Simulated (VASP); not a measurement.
InSb:

```
In Sb
1.0
     0.00000    3.25993    3.25993
     3.25993    0.00000    3.25993
     3.25993    3.25993    0.00000
In Sb
1 1
Direct
  0.00000 0.00000 0.00000
  0.25000 0.25000 0.25000
```

Program: VASP 6.6.1. Alike in all runs: task single point; no spin polarisation; cell as given; cutoff (eV) 520; smearing gaussian 0.1 eV.

Question: Order these runs on this cell by their band gap on the k mesh, lowest first.
A. level PBE0; potentials or basis VASP PAW PBE potentials, release 64 (In_d, Sb); k mesh 4 × 4 × 4; grid for exact exchange (PRECFOCK) Normal; share of exact exchange 0.25
B. level LDA; potentials or basis VASP PAW LDA potentials, release 64 (In_d, Sb); k mesh 12 × 12 × 12
C. level HF; potentials or basis VASP PAW PBE potentials, release 64 (In_d, Sb); k mesh 4 × 4 × 4; grid for exact exchange (PRECFOCK) Normal; share of exact exchange 1

Answer: B (metal), A (1.11 eV), C (10.16 eV).

Caveats: spin-orbit coupling is left out, which moves the levels of the heavy elements; semilocal functionals underestimate gaps, and a narrow one can read as zero (at least some runs); the cell stands under tension (at least some runs).

A k mesh can miss the band edges.
